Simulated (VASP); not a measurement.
Set up this calculation in VASP 6.6.1, as the native input.

```yaml
Task: single point
Functional: PBE
Potentials_or_basis: VASP PAW PBE potentials, release 64 (Al, H)
Cutoff: 520 eV
k_mesh: 4 × 4 × 4
Occupations: gaussian, width 0.1 eV
Spin: no spin polarisation
Dipole_correction: no
Further_INCAR_settings: ALGO = Normal; EDIFF = 1e-06; NBANDS = 12
```

The structure of AlH4 lies in POSCAR:

```
AlH4
1.0
    3.8114425000      0.0000000000      0.0000000000
    0.0000000000      3.8114425000      0.0000000000
    0.0000000000      0.0000000000      3.8114425000
Al H
1 4
Direct
    0.0000000000      0.0000000000      0.0000000000
    0.5000000000      0.0000000000      0.0000000000
    0.0000000000      0.5000000000      0.0000000000
    0.0000000000      0.0000000000      0.5000000000
    0.5000000000      0.5000000000      0.5000000000
```

The cell was built from a structure type or drawn by symmetry, and may not be a known phase.

These files were run (other wordings do the same):

INCAR

```
SYSTEM = AlH4
  PREC = Accurate
  ENCUT = 520
  EDIFF = 1E-6
  ISMEAR = 0
  SIGMA = 0.1
  LREAL = .FALSE.
  LASPH = .TRUE.
  NELM = 100
  ALGO = Normal
  ISIF = 2
  LWAVE = .FALSE.
  LCHARG = .FALSE.
  GGA = PE
  NBANDS = 12
```

KPOINTS

```
regular mesh
0
G
  4 4 4
  0 0 0
```

Potentials or basis: VASP PAW PBE potentials, release 64 (Al, H).

The run is started by

```sh
$ cat potpaw_PBE.64/Al/POTCAR potpaw_PBE.64/H/POTCAR > POTCAR
$ mpirun -np 1 vasp_std > vasp.out
```

It gave:

```
Pressure               : -12.1 GPa
Band gap on the k mesh : zero (an odd number of electrons rules out a gap without spin polarisation)
```

Caveat: the k points lie up to 0.41 Å⁻¹ apart, too coarse for converged energies and pressures of a metal.

Run time: 11 s on 1 thread of Intel Xeon 8259CL (shared host), peak memory 0.15 GiB.
